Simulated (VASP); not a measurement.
## Sb: single point with BLYP

Sb:

```
Sb
1.0
    -1.57654    1.57654    2.71194
     1.57654   -1.57654    2.71194
     1.57654    1.57654   -2.71194
Sb
1
Direct
  0.00000 0.00000 0.00000
```

```json
{"Program": "VASP 6.6.1", "Task": "single point", "Functional": "BLYP", "Potentials or basis": "VASP PAW PBE potentials, release 64 (Sb)", "Cutoff": "520 eV", "k mesh": "12 × 12 × 12", "Occupations": "fermi-dirac, width 0.05 eV", "Spin": "no spin polarisation", "Dipole correction": "no", "Further INCAR settings": "ALGO = Normal; EDIFF = 1e-06; NBANDS = 8"}
```

The pressure is 7.6 GPa.

Levels at points of the mesh, in eV from the Fermi level:
```
           k point  band 1  band 2  band 3  band 4  band 5  band 6  band 7  band 8
(0.00, 0.00, 0.00)  -12.96    4.42    5.27    5.27    9.45   10.78   10.87   10.87
(0.50, 0.00, 0.00)   -9.23   -5.71    1.66    5.21    6.35   10.32   10.83   10.87
(0.50, 0.50, 0.00)   -6.80   -4.37   -1.09    0.55    3.80    4.62   15.75   16.03
(0.50, 0.50, 0.50)   -9.38   -5.59    2.05    2.05    6.08    6.40   18.18   18.18
```

It took 30 s on 1 thread of Intel Xeon 6975P-C, on a shared host, peak memory 0.18 GiB.

Caveat: the PAW data sets were made with another functional, which shifts forces and pressure a little; spin-orbit coupling is left out, which moves the levels of the heavy elements.
